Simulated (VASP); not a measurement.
Here is a VASP 6.6.1 calculation.

File POSCAR:

```
Al2BiN
1.0
    3.4703255282      0.0000000000      0.0000000000
    0.0000000000      3.4703255282      0.0000000000
    0.0000000000      0.0000000000      6.4158626975
N Al Bi
1 2 1
Direct
    0.0000000000      0.0000000000      0.0000000000
    0.0000000000      0.5000000000      0.8747843276
    0.5000000000      0.0000000000      0.1252156724
    0.5000000000      0.5000000000      0.5000000000
```

The input INCAR.step1:

```
ALGO = Normal ; EDIFF = 1E-4
ENCUT = 600 ; GGA = PE
ISMEAR = -1 ; LASPH = True
LCHARG = False ; LREAL = False
LWAVE = True ; NELM = 100
PREC = Accurate ; SIGMA = 0.02
```

INCAR.step2

```
ALGO = Normal ; EDIFF = 1E-6
EDIFFG = -0.005 ; ENCUT = 600
IBRION = 2 ; ISIF = 3
ISMEAR = -1 ; ISTART = 1
LASPH = True ; LCHARG = False
LMIXTAU = True ; LREAL = False
LWAVE = False ; METAGGA = R2SCAN
NELM = 100 ; NSW = 80
PREC = Accurate ; SIGMA = 0.02
```

KPOINTS

```
k-points
0
Gamma
  6 6 4
```

Potentials or basis: VASP PAW PBE potentials, release 64 (N, Al, Bi_d).

Launch:

```bash
$ cat potpaw_PBE.64/N/POTCAR potpaw_PBE.64/Al/POTCAR potpaw_PBE.64/Bi_d/POTCAR > POTCAR
$ cp INCAR.step1 INCAR
$ mpirun -np 1 vasp_std > vasp.out
$ cp INCAR.step2 INCAR
$ mpirun -np 1 vasp_std > vasp.out
```

(1) Predict the space group after relaxing (to 0.05 Å).

(2) Estimate the relaxed volume.

## Answers

(1) P-4m2 (No. 115).

(2) 18.33 Å³/atom.

Caveat: the PAW data sets were made with another functional, which shifts forces and pressure a little.
